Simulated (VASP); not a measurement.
Crystal: Mg2BeS3.

```xyz
6
Lattice="3.4982 0.0105 -0.0240 -1.7400 3.0155 0.0123 -0.0595 0.0009 8.7633" Properties=species:S:1:pos:R:3 pbc="T T T"
Mg   -0.2631    2.1225    5.8069
Mg    1.7156    1.1076    2.6939
Be   -0.1112    0.0994   -0.0528
S     0.0978    2.0188    1.0977
S     1.6681    1.0364    7.4690
S    -0.1090    0.0099    4.3088
```

| Quantity | Value |
| --- | --- |
| Program | VASP 6.6.1 |
| Task | relaxation of cell and atoms |
| Functional | PBEsol |
| Potentials or basis | VASP PAW PBE potentials, release 64 (Mg, Be, S) |
| Cutoff | 600 eV |
| k mesh | 6 × 6 × 2 |
| Occupations | fermi-dirac, width 0.05 eV |
| Spin | no spin polarisation |

At the start: pressure 1.9 GPa; volume 15.43 Å³/atom.

**Question.** How do energy, volume and symmetry change on relaxing?

**Answer.** Over 39 steps the energy falls by 101.8 meV/atom and the volume is 16.17 Å³/atom (+4.8 %); space group P1 (No. 1, to 0.1 Å) before, C2 (No. 5, to 0.1 Å).

The path:
```csv
step,energy change (eV),largest force (eV/Å),pressure (GPa),volume (Å³)
1,0.0000,0.9684,1.94,92.60
2,-0.1324,0.3856,-1.00,95.11
3,-0.1391,0.3926,-1.72,95.88
4,-0.1711,0.3468,0.00,93.91
5,-0.1744,0.3211,0.82,93.05
6,-0.1903,0.2191,0.44,93.43
7,-0.1971,0.2329,0.05,93.89
8,-0.2071,0.2466,-0.13,94.14
9,-0.2205,0.2766,-0.55,94.90
10,-0.2262,0.2756,-0.40,94.81
11,-0.2410,0.2880,0.12,94.53
12,-0.2575,0.3305,1.28,93.97
13,-0.2692,0.3063,1.10,94.36
14,-0.2971,0.3841,0.62,95.53
15,-0.3085,0.6772,-0.12,97.84
16,-0.3124,0.5703,0.12,96.99
17,-0.3459,0.5080,-0.38,97.94
18,-0.3813,0.3810,-1.43,99.98
19,-0.4279,0.3648,-0.17,98.49
20,-0.4475,0.4307,1.36,96.83
21,-0.4929,0.3974,0.29,97.72
22,-0.5047,0.4404,-0.49,98.44
23,-0.5335,0.4032,-0.18,97.78
24,-0.5586,0.4642,0.69,96.33
25,-0.5756,0.3916,0.35,96.53
26,-0.5823,0.3285,0.08,96.74
27,-0.5933,0.2163,-0.03,96.84
28,-0.5991,0.1554,-0.15,96.98
29,-0.6028,0.1242,0.03,96.79
30,-0.6051,0.0972,0.35,96.47
31,-0.6077,0.0666,-0.10,97.01
32,-0.6080,0.0757,-0.29,97.24
33,-0.6098,0.0539,-0.02,96.96
34,-0.6100,0.0504,0.09,96.85
35,-0.6107,0.0220,0.01,96.95
36,-0.6108,0.0271,-0.02,96.99
37,-0.6109,0.0123,0.01,96.96
38,-0.6109,0.0144,0.03,96.94
39,-0.6109,0.0043,-0.03,97.01
```

Final structure:
```
CELL_PARAMETERS angstrom
3.50055 -0.19059 0.12805
-1.90638 3.31246 0.00088
0.32483 0.18269 8.65309
ATOMIC_POSITIONS crystal
Mg 0.26623 0.63016 0.66394
Mg 0.71654 0.35526 0.31457
Be 0.99199 0.21430 0.98929
S 0.45716 0.68979 0.13801
S 0.52632 0.22425 0.84058
S 0.99137 0.99930 0.48926
```

Caveat: the PAW data sets were made with another functional, which shifts forces and pressure a little.
